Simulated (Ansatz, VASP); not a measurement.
# SrTiO3: VASP beside Ansatz

```
CELL_PARAMETERS angstrom
3.92156 0.09049 0.02049
0.09049 3.96824 -0.02070
0.02049 -0.02070 3.95151
ATOMIC_POSITIONS crystal
Sr 0.00748 0.01249 0.99835
Ti 0.50561 0.51091 0.49847
O 0.99672 0.49105 0.50151
O 0.49552 0.99287 0.50076
O 0.49467 0.49268 0.00091
```

Change from the starting cell: cell sheared at random, sigma 0.01, atoms nudged by 0.01 Å; relaxed back.

Alike in both runs: functional PBE; k mesh 6 × 6 × 6; occupations gaussian, width 0.05 eV; no spin polarisation; Hubbard terms Ti d U = 4.0 eV.

Ansatz relaxed the structure, and its values are those at the end. VASP's run is a single point on that final structure, the one shown.

|  | VASP | Ansatz |
| --- | --- | --- |
| version | VASP 6.6.1 | Ansatz 0.2.0 |
| potentials or method | VASP PAW PBE potentials, release 64 (Sr_sv, Ti_sv, O), cutoff 520 eV | scalar-relativistic, plane waves, PAW |
| valence electrons in the cell | 40 | 40 |

|  | VASP | Ansatz | Ansatz less VASP |
| --- | --- | --- | --- |
| gap on the k mesh at the Fermi level (eV) | 2.26 | 2.27 | +0.002 |
| least direct gap on the mesh (eV) | 2.64 | 2.64 | +0.003 |
| pressure (GPa) | 3.5 | 0.7 | -2.75 |
| rms of the force components (eV/Å) | 0.112 | 0.003 | -0.1089 |

The programs project onto different local orbitals, so the same U acts differently, and such runs can settle in different states. Ansatz's warnings: stress scf threshold loose.
